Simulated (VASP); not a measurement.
Input of a VASP 6.6.1 run:

File INCAR:

```
PREC = Accurate
ENCUT = 520
EDIFF = 1E-7
ISMEAR = 0
SIGMA = 0.05
LREAL = F
LASPH = T
NELM = 100
ALGO = Normal
ISIF = 2
LWAVE = F
LCHARG = F
GGA = B5
ALDAX = 1.0
AGGAX = 1.0
AGGAC = 1.0
ALDAC = 0.0
NBANDS = 15
```

The input KPOINTS:

```
regular mesh
0
Gamma
  8 8 8
```

The input POSCAR:

```
SrO
1.0
    0.0000000000      2.6242387828      2.6242387828
    2.6242387828      0.0000000000      2.6242387828
    2.6242387828      2.6242387828      0.0000000000
Sr O
1 1
Direct
    0.5000000000      0.5000000000      0.5000000000
    0.0000000000      0.0000000000      0.0000000000
```

Potentials or basis: VASP PAW PBE potentials, release 64 (Sr_sv, O).

Run with:

```console
$ cat potpaw_PBE.64/Sr_sv/POTCAR potpaw_PBE.64/O/POTCAR > POTCAR
$ mpirun -np 1 vasp_std > vasp.out
```

(1) Predict the band gap on the k mesh.

(2) Predict the pressure.

Results:

(1) 3.42 eV (least direct gap 3.53 eV).

(2) 0.4 GPa.

Caveat: the PAW data sets were made with another functional, which shifts forces and pressure a little.
